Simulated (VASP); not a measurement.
# Sc (Im-3m) in VASP: notebook, part 2 of 2

VASP 6.6.1. Earlier steps stand in the parts before.

## (6) Single point, BLYP

Contents of INCAR:

```
AGGAC = 1.0
AGGAX = 1.0
ALDAC = 0.0
ALDAX = 1.0
ALGO = Normal
EDIFF = 1E-6
ENCUT = 520
GGA = B5
ISIF = 2
ISMEAR = -1
LASPH = True
LCHARG = False
LREAL = False
LWAVE = False
NBANDS = 12
NELM = 80
PREC = Accurate
SIGMA = 0.1
```

Contents of KPOINTS:

```
k-points
0
Gamma
  14 14 14
```

Contents of POSCAR:

```
Sc
1.0
   -1.8480007738      1.8480007738      1.8480007738
    1.8480007738     -1.8480007738      1.8480007738
    1.8480007738      1.8480007738     -1.8480007738
Sc
1
Direct
    0.0000000000      0.0000000000      0.0000000000
```

Potentials or basis: VASP PAW PBE potentials, release 64 (Sc_sv).

The run is started by

```sh
> cat potpaw_PBE.64/Sc_sv/POTCAR > POTCAR
> mpirun -np 1 vasp_std > vasp.out
```

OUTCAR:

```text
EDIFF = 1E-6
   ENCUT = 520
   GGA = B5
   ISIF = 2
   ISMEAR = -1
   LASPH = True
   LREAL = False
   NELM = 80
   PREC = Accurate

 ion  position               nearest neighbor table
   1  0.000  0.000  0.000-

  LATTYP: Found a body centered cubic cell.
 ALAT       =     3.6960015476

  Lattice vectors:

 A1 = (  -1.8480007738,   1.8480007738,   1.8480007738)
 A2 = (   1.8480007738,  -1.8480007738,   1.8480007738)
 A3 = (   1.8480007738,   1.8480007738,  -1.8480007738)

Analysis of symmetry for initial positions (statically):
=====================================================================
 Subroutine PRICEL returns:
 Original cell was already a primitive cell.

 Routine SETGRP: Setting up the symmetry group for a
 body centered cubic supercell.

 Subroutine GETGRP returns: Found 48 space group operations
 (whereof 48 operations were pure point group operations)
 out of a pool of 48 trial point group operations.

The static configuration has the point symmetry O_h .

Analysis of symmetry for dynamics (positions and initial velocities):
=====================================================================
 Subroutine PRICEL returns:
 Original cell was already a primitive cell.

 Routine SETGRP: Setting up the symmetry group for a
 body centered cubic supercell.

 Subroutine GETGRP returns: Found 48 space group operations
 (whereof 48 operations were pure point group operations)
 out of a pool of 48 trial point group operations.

The dynamic configuration has the point symmetry O_h .

 Subroutine INISYM returns: Found 48 space group operations
 (whereof 48 operations are pure point group operations),
 and found     1 'primitive' translations

----------------------------------------------------------------------------------------

                                     Primitive cell

  volume of cell :      25.2445

  direct lattice vectors                    reciprocal lattice vectors
    -1.848000774  1.848000774  1.848000774     0.000000000  0.270562657  0.270562657
     1.848000774 -1.848000774  1.848000774     0.270562657  0.000000000  0.270562657
     1.848000774  1.848000774 -1.848000774     0.270562657  0.270562657  0.000000000

  length of vectors
     3.200831233  3.200831233  3.200831233     0.382633379  0.382633379  0.382633379

  position of ions in fractional coordinates (direct lattice)
     0.000000000  0.000000000  0.000000000

  ion indices of the primitive-cell ions
   primitive index   ion index
                 1           1

----------------------------------------------------------------------------------------

 KPOINTS: k-points

Automatic generation of k-mesh.
 Grid dimensions read from file:
 generate k-points for:   14   14   14

 Generating k-lattice:

  Cartesian coordinates                     Fractional coordinates (reciprocal lattice)
     0.000000000  0.019325904  0.019325904     0.071428571  0.000000000  0.000000000
     0.019325904  0.000000000  0.019325904     0.000000000  0.071428571  0.000000000
     0.019325904  0.019325904  0.000000000     0.000000000  0.000000000  0.071428571

  Length of vectors
     0.027330956  0.027330956  0.027330956

  Shift w.r.t. Gamma in fractional coordinates (k-lattice)
     0.000000000  0.000000000  0.000000000

 Subroutine IBZKPT returns following result:
 ===========================================

 Found    104 irreducible k-points:

 Following reciprocal coordinates:
            Coordinates               Weight
  0.000000  0.000000  0.000000      1.000000
  0.071429  0.000000  0.000000     12.000000
  0.142857  0.000000  0.000000     12.000000
  0.214286  0.000000  0.000000     12.000000
  0.285714  0.000000  0.000000     12.000000
  0.357143  0.000000  0.000000     12.000000
[... 16 lines left out ...]
  0.285714  0.285714  0.000000     24.000000
  0.357143  0.285714 -0.000000     24.000000
 [... further k-points ...]
   k-points           NKPTS =    104   k-points in BZ     NKDIM =    104   number of bands    NBANDS=     12
   number of dos      NEDOS =    301   number of ions     NIONS =      1
   total plane-waves  NPLWV =  13824
   dimension x,y,z NGX =    24 NGY =   24 NGZ =   24
   dimension x,y,z NGXF=    48 NGYF=   48 NGZF=   48
   ions per type =               1
   NGX,Y,Z   is equivalent  to a cutoff of  12.47, 12.47, 12.47 a.u.
   NGXF,Y,Z  is equivalent  to a cutoff of  24.93, 24.93, 24.93 a.u.
 SYSTEM =  unknown system
   PREC   = accura    normal or accurate (medium, high low for compatibility)
   ISTART =      0    job   : 0-new  1-cont  2-samecut
   ICHARG =      2    charge: 1-file 2-atom 10-const
   ISPIN  =      1    spin polarized calculation?
   LNONCOLLINEAR =      F non collinear calculations
   LSORBIT =      F    spin-orbit coupling
   LASPH  =      T    aspherical Exc in radial PAW
   ENCUT  =  520.0 eV  38.22 Ry    6.18 a.u.   5.95  5.95  5.95*2*pi/ulx,y,z
   NELM   =     80;   NELMIN=  2; NELMDL= -5     # of ELM steps
   EDIFF  = 0.1E-05   stopping-criterion for ELM
   LREAL  =      F    real-space projection
   EDIFFG = 0.1E-04   stopping-criterion for IOM
   NSW    =      0    number of steps for IOM
   IBRION =     -1    ionic relax: 0-MD 1-quasi-New 2-CG
   NFREE  =      0    steps in history (QN), initial steepest desc. (CG)
   ISIF   =      2    stress and relaxation
   ISYM   =      2    0-nonsym 1-usesym 2-fastsym
   POTIM  = 0.5000    time-step for ionic-motion
   TEBEG  =    0.0;   TEEND  =   0.0 temperature during run
   PSTRESS=    0.0 pullay stress
   NELECT =      11.0000    total number of electrons
   NUPDOWN=      -1.0000    fix difference up-down
   EMIN   =  10.00;   EMAX   =-10.00  energy-range for DOS
   EFERMI =   0.00;   METHOD = LEGACY
   ISMEAR =    -1;   SIGMA  =   0.10  broadening in eV -4-tet -1-fermi 0-gaus
   EFERMI_NEDOS =   21; number of points for ismear=-14 and -15
   IALGO  =     38    algorithm
   IMIX   =      4    mixing-type and parameters
     AMIX     =   0.40;   BMIX     =  1.00
     AMIX_MAG =   1.60;   BMIX_MAG =  1.00
  volume/ion in A,a.u.               =      25.24       170.36
  Fermi-wavevector in a.u.,A,eV,Ry     =   1.241129  2.345394 20.958430  1.540401
  Thomas-Fermi vector in A             =   2.375540
   LORBIT       =      0    0 simple, 1 ext, 2 COOP (PROOUT), +10 PAW based schemes
   GGA     = B5    functional components
   LHFCALC =     F    Hartree Fock is set to
   AEXX    =    0.0000 exact exchange contribution
   IVDW    =     0    specifies the selected vdW correction
   LEPSILON=     F    determine dielectric tensor
   LRPA    =     F    only Hartree local field effects (RPA)
 non-spin polarized calculation
  energy-cutoff  :      520.00
  volume of cell :       25.24
 maximum number of plane-waves:       694
   NGX = 11   NGY = 11   NGZ = 11

 number of electron      10.9999998 magnetization

 Free energy of the ion-electron system (eV)
  ---------------------------------------------------
  ext. energy  EPLUGINS =         0.00000000
  ---------------------------------------------------
  free energy    TOTEN  =        -5.26862415 eV

  energy without entropy =       -5.18520565  energy(sigma->0) =       -5.22691490

 E-fermi :   4.0887     XC(G=0):  -9.3038

 val. band max:        4.0850879511   @ k =   0.3571   0.2143   0.0714
 cond. band min:       4.0959108063   @ k =   0.5000   0.5000   0.1429
 fundamental gap:      0.0108228552
 Fermi energy:         4.0887002057

 k-point     1 :       0.0000    0.0000    0.0000
  band No.  band energies     occupation
      1     -45.3911      2.00000
      2     -23.9594      2.00000
      3     -23.9594      2.00000
      4     -23.9594      2.00000
      5      -0.9864      2.00000
      6       5.4312      0.00000
      7       5.4312      0.00000
      8       5.4312      0.00000
      9       6.7391      0.00000
     10       6.7391      0.00000
     11      18.1945      0.00000
     12      18.1945      0.00000

 k-point     2 :       0.0714    0.0000    0.0000
  band No.  band energies     occupation
      1     -45.3882      2.00000
      2     -23.9781      2.00000
      3     -23.9654      2.00000
      4     -23.9595      2.00000
      5      -0.8523      2.00000
      6       5.3677      0.00001
      7       5.4082      0.00000
      8       5.5278      0.00000
      9       6.6663      0.00000
     10       6.7434      0.00000
     11      17.9415      0.00000
     12      18.1623      0.00000
[... 316 lines left out ...]
 k-point    24 :       0.3571    0.2857   -0.0000
  band No.  band energies     occupation
      1     -45.3258      2.00000
      2     -24.2366      2.00000
      3     -24.1803      2.00000
      4     -24.0040      2.00000
      5       3.5123      1.99374
      6       3.9412      1.62750
      7       4.0033      1.40266
      8       6.8355      0.00000
      9       7.0137      0.00000
     10       9.8351      0.00000
     11      10.5419      0.00000
     12      11.2215      0.00000

 [... further k-points ...]
[... 5 lines left out ...]
  --------------------------------------------------------------------------------------
  -------------------------------------------------------------------------------------
  Total       -0.0023341     -0.0023341     -0.0023341     -0.0000000     -0.0000000     -0.0000000
  in kB       -0.1481369     -0.1481369     -0.1481369     -0.0000000     -0.0000000     -0.0000000
  external PRESSURE =      -0.1481369 kB  Pullay stress =       0.0000000 kB

 VOLUME and BASIS-vectors are now :
 -----------------------------------------------------------------------------
  energy-cutoff  :      520.00
  volume of cell :       25.24
      direct lattice vectors                 reciprocal lattice vectors
    -1.848000774  1.848000774  1.848000774     0.000000000  0.270562657  0.270562657
     1.848000774 -1.848000774  1.848000774     0.270562657  0.000000000  0.270562657
     1.848000774  1.848000774 -1.848000774     0.270562657  0.270562657  0.000000000

 POSITION                                       TOTAL-FORCE (eV/Angst)
 -----------------------------------------------------------------------------------
      0.00000      0.00000      0.00000        -0.000000      0.000000     -0.000000
 -----------------------------------------------------------------------------------
    total drift:                               -0.000000      0.000000      0.000000

  FREE ENERGIE OF THE ION-ELECTRON SYSTEM (eV)
  ---------------------------------------------------
  free  energy   TOTEN  =        -5.2686241504 eV

  energy  without entropy=       -5.1852056497  energy(sigma->0) =       -5.22691490
```

OSZICAR:

```text
N       E                     dE             d eps       ncg     rms          rms(c)
DAV:   1     0.755176149675E+02    0.75518E+02   -0.50481E+03  2504   0.886E+02
DAV:   2    -0.438467217663E+01   -0.79902E+02   -0.78298E+02  2496   0.282E+02
DAV:   3    -0.587498662850E+01   -0.14903E+01   -0.14592E+01  3200   0.515E+01
DAV:   4    -0.590266224252E+01   -0.27676E-01   -0.27647E-01  3080   0.580E+00
DAV:   5    -0.590310899627E+01   -0.44675E-03   -0.44675E-03  3268   0.719E-01    0.504E+00
DAV:   6    -0.533028211391E+01    0.57283E+00   -0.84742E-01  3720   0.135E+01    0.140E+00
DAV:   7    -0.527232910082E+01    0.57953E-01   -0.12956E-01  3888   0.470E+00    0.551E-01
DAV:   8    -0.526897773976E+01    0.33514E-02   -0.15239E-02  2848   0.176E+00    0.162E-01
DAV:   9    -0.526857921918E+01    0.39852E-03   -0.20197E-03  3836   0.673E-01    0.342E-02
DAV:  10    -0.526862393550E+01   -0.44716E-04   -0.17938E-04  3528   0.107E-01    0.102E-02
DAV:  11    -0.526862284244E+01    0.10931E-05   -0.50840E-06  3872   0.323E-02    0.292E-03
DAV:  12    -0.526862414503E+01   -0.13026E-05   -0.79392E-07  2152   0.894E-03    0.272E-04
DAV:  13    -0.526862415044E+01   -0.54140E-08   -0.11050E-07  1360   0.272E-03
   1 F= -.52686242E+01 E0= -.52269149E+01  d E =-.834185E-01
```

stdout:

```text
POSCAR found type information on POSCAR Sc
 POSCAR found :  1 types and       1 ions
 scaLAPACK will be used
 -----------------------------------------------------------------------------
|                                                                             |
|                                                                             |
|     You enforced a specific xc type in the INCAR file but a different       |
|     I HOPE YOU KNOW WHAT YOU ARE DOING!                                     |
|                                                                             |
 -----------------------------------------------------------------------------

 LDA part: xc-table for (Slater(with rela. corr.)+VWN5), standard interpolation
 POSCAR, INCAR and KPOINTS ok, starting setup
 FFT: planning ... GRIDC
 FFT: planning ... GRID_SOFT
 FFT: planning ... GRID
 WAVECAR not read
 entering main loop
```

Wall time 30 s (1 thread of AMD EPYC 9R14 (Zen 4), shared host); peak memory 0.12 GiB.

What came out:

| Quantity | Value |
| --- | --- |
| Free energy | -5.2686 eV |
| Pressure | 0.0 GPa |

Caveat: the PAW data sets were made with another functional, which shifts forces and pressure a little.

## (7) Overview

```tsv
cell	k mesh	gap on the mesh (eV)	pressure (GPa)
a = 3.201 Å, angles 109.5°, 1 atom	12 × 12 × 12	none	0.0
a = 3.067 Å, angles 109.5°, 1 atom	14 × 14 × 14	none	8.0
a = 3.113 Å, angles 109.5°, 1 atom	14 × 14 × 14	none	4.8
a = 3.158 Å, angles 109.5°, 1 atom	14 × 14 × 14	none	2.2
a = 3.201 Å, angles 109.5°, 1 atom	14 × 14 × 14	none	0.0
```

Alike in all rows: task single point; level BLYP; potentials or basis VASP PAW PBE potentials, release 64 (Sc_sv); no spin polarisation; cutoff (eV) 520; smearing fermi-dirac 0.1 eV.

Caveats: the PAW data sets were made with another functional, which shifts forces and pressure a little.

Absolute energies hang on the potentials; compare differences alone.
